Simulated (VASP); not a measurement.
**AlN (ldaat): single point with LDA**

The system is AlN (ldaat).

```
CELL_PARAMETERS angstrom
3.11358 0.00000 0.00000
-1.55679 2.69644 0.00000
0.00000 0.00000 4.98313
ATOMIC_POSITIONS crystal
Al 0.33333 0.66667 0.99114
Al 0.66667 0.33333 0.49114
N 0.33333 0.66667 0.39086
N 0.66667 0.33333 0.89086
```

```json
{
 "Program": "VASP 6.6.1",
 "Task": "single point",
 "Functional": "LDA",
 "Potentials or basis": "VASP PAW LDA potentials, release 64 (Al, N)",
 "Cutoff": "520 eV",
 "k mesh": "9 × 9 × 6",
 "Occupations": "gaussian, width 0.01 eV",
 "Spin": "no spin polarisation"
}
```

```yaml
Pressure: -3.8 GPa
Largest_force: 0.852 eV/Å
Band_gap_on_the_k_mesh: 3.93 eV, direct
```

Forces on the atoms (eV/Å):
```
Al   0.000  0.000  0.852
Al   0.000  0.000  0.852
N    0.000  0.000 -0.852
N    0.000  0.000 -0.852
```

Stress tensor (GPa, compression positive):
```
 -0.74   0.00   0.00
  0.00  -0.74   0.00
  0.00   0.00 -10.06
```

Levels at points of the mesh, in eV from the valence-band top:
| k point | band 4 | band 5 | band 6 | band 7 | band 8 | band 9 | band 10 | band 11 | band 12 | band 13 |
| --- | --- | --- | --- | --- | --- | --- | --- | --- | --- | --- |
| (0.00, 0.00, 0.00) | -1.28 | -1.28 | -0.62 | -0.62 | 0.00 | 3.93 | 6.29 | 10.36 | 10.61 | 10.61 |
| (0.00, 0.00, 0.50) | -3.48 | -0.96 | -0.96 | -0.96 | -0.96 | 6.23 | 6.23 | 9.85 | 9.85 | 10.95 |

It took 11 s on 1 thread of Intel(R) Xeon(R) Platinum 8488C (Sapphire Rapids), with other jobs on the host, peak memory 0.15 GiB.
